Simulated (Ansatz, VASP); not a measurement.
# SiGe2 in VASP and in Ansatz

INCAR

```
ALGO = Normal ; EDIFF = 1E-7
EDIFFG = -0.04 ; ENCUT = 600
GGA = PE ; IBRION = 2
ISIF = 3 ; ISMEAR = 0
LASPH = T ; LCHARG = F
LREAL = F ; LWAVE = F
NELM = 80 ; NSW = 90
PREC = Accurate ; SIGMA = 0.1
```

File KPOINTS:

```
k-points
0
Gamma
  6 6 6
```

Contents of POSCAR:

```
SiGe2
1.0
   -1.9426014337      1.9426014337      6.7543771613
    1.9426014337     -1.9426014337      6.7543771613
    1.9426014337      1.9426014337     -6.7543771613
Si Ge
2 4
Direct
    0.0000000000      0.0000000000      0.0000000000
    0.7500000000      0.2500000000      0.5000000000
    0.4165000000      0.4165000000      0.0000000000
    0.1665000000      0.6665000000      0.5000000000
    0.3335000000      0.8335000000      0.5000000000
    0.5835000000      0.5835000000      0.0000000000
```

Input for Ansatz:

```yaml
crystal:
  lattice:
    - [-1.9426014337, 1.9426014337, 6.7543771613]
    - [1.9426014337, -1.9426014337, 6.7543771613]
    - [1.9426014337, 1.9426014337, -6.7543771613]
  atoms:
    - { symbol: Si, position: [0.0, 0.0, 0.0] }
    - { symbol: Si, position: [0.75, 0.25, 0.5] }
    - { symbol: Ge, position: [0.4165, 0.4165, 0.0] }
    - { symbol: Ge, position: [0.1665, 0.6665, 0.5] }
    - { symbol: Ge, position: [0.3335, 0.8335, 0.5] }
    - { symbol: Ge, position: [0.5835, 0.5835, 0.0] }
basis:
  ecutwfc: 420
kpoints:
  mp_grid: { grid: [6, 6, 6] }
hamiltonian:
  xc: pbe
scf:
  occupations: { method: gaussian, width: 0.1 }
  lower_state_search: "off"
output:
  forces: true
  stress: true
  eigenvalues: true
relax:
  adjacent_minimum: "off"
  f_tol: 0.04
  max_steps: 70
  cell: { stress_tol: 0.4 }
```

Alike in both runs: task relaxation of cell and atoms; functional PBE; k mesh 6 × 6 × 6; occupations gaussian, width 0.1 eV; no spin polarisation.

|  | VASP | Ansatz |
| --- | --- | --- |
| version | VASP 6.6.1 | Ansatz 0.2.0 |
| potentials or method | VASP PAW PBE potentials, release 64 (Si, Ge_d), cutoff 600 eV | scalar-relativistic, plane waves, PAW |
| valence electrons in the cell | 64 | 64 |

Ansatz gave:

* gap on the k mesh at the Fermi level, each at its own relaxed structure (eV): none
* relaxed volume (Å³/atom): 18.96
* relaxed cell length with the largest relative difference (Å): 10.538

What did VASP give for the same quantities?

gap on the k mesh at the Fermi level, each at its own relaxed structure (eV): none; relaxed volume (Å³/atom): 18.93; relaxed cell length with the largest relative difference (Å): 10.387.

A gap of «none» marks a metal or a gap that the smearing closes.

The k mesh is coarse, so the values compare programs but aren't converged.
